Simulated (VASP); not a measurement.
Write the native input for VASP 6.6.1 that does the following.

| Quantity | Value |
| --- | --- |
| Task | single point |
| Functional | LDA |
| Potentials or basis | VASP PAW LDA potentials, release 64 (Si) |
| Cutoff | 520 eV |
| k mesh | 12 × 12 × 12 |
| Occupations | gaussian, width 0.01 eV |
| Spin | no spin polarisation |
| Dipole correction | no |
| Further INCAR settings | ALGO = Normal; EDIFF = 1e-06; NBANDS = 11 |

The structure of Si lies in POSCAR:

```
Si
1.0
    0.0000000000      2.7008304895      2.7008304895
    2.7008304895      0.0000000000      2.7008304895
    2.7008304895      2.7008304895      0.0000000000
Si
2
Direct
    0.5000000000      0.5000000000      0.5000000000
    0.7500000000      0.7500000000      0.7500000000
```

One way to write it, as run:

INCAR

```
SYSTEM = Si
PREC = Accurate
ENCUT = 520
EDIFF = 1E-6
ISMEAR = 0
SIGMA = 0.01
LREAL = .FALSE.
LASPH = .TRUE.
NELM = 60
ALGO = Normal
ISIF = 2
LWAVE = .FALSE.
LCHARG = .TRUE.
GGA = CA
LELF = .TRUE.
LVHAR = .TRUE.
NBANDS = 11
```

KPOINTS

```
regular mesh
0
G
  12 12 12
  0 0 0
```

Potentials or basis: VASP PAW LDA potentials, release 64 (Si).

The run is started by

```console
$ cat potpaw_LDA.64/Si/POTCAR > POTCAR
$ mpirun -np 1 vasp_std > vasp.out
```

It gave:

```yaml
Pressure: 0.1 GPa
Band_gap_on_the_k_mesh: 0.44 eV, indirect (least direct gap 2.53 eV)
```

Wall time 15 s on 1 thread of Intel Xeon 6975P-C, with other jobs on the host, peak memory 0.15 GiB.
